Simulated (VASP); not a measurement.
# Ti: single point with PBE

Crystal: Ti.

```
Ti
1.0
     0.00000    2.03000    2.03000
     2.03000    0.00000    2.03000
     2.03000    2.03000    0.00000
Ti
1
Cartesian
  0.0000 0.0000 0.0000
```

- Program: VASP 6.6.1
- Task: single point
- Functional: PBE
- Potentials or basis: VASP PAW PBE potentials, release 64 (Ti_sv)
- Cutoff: 520 eV
- k mesh: 11 × 11 × 11
- Occupations: gaussian, width 0.017 eV
- Spin: no spin polarisation

```
Pressure               : 3.5 GPa
Band gap on the k mesh : zero (band 6 reaches 9.54 eV, above the bottom of band 7 at 8.35 eV)
```

Levels at points of the mesh, in eV from the Fermi level:
```csv
k point,band 2,band 3,band 4,band 5,band 6,band 7,band 8,band 9,band 10,band 11
"(0.00, 0.00, 0.00)",-32.42,-32.42,-32.42,-6.17,0.93,0.93,0.93,2.65,2.65,15.47
```

Wall time 8.4 s on 1 thread of Intel Xeon 6975P-C, on a shared host, peak memory 0.14 GiB.
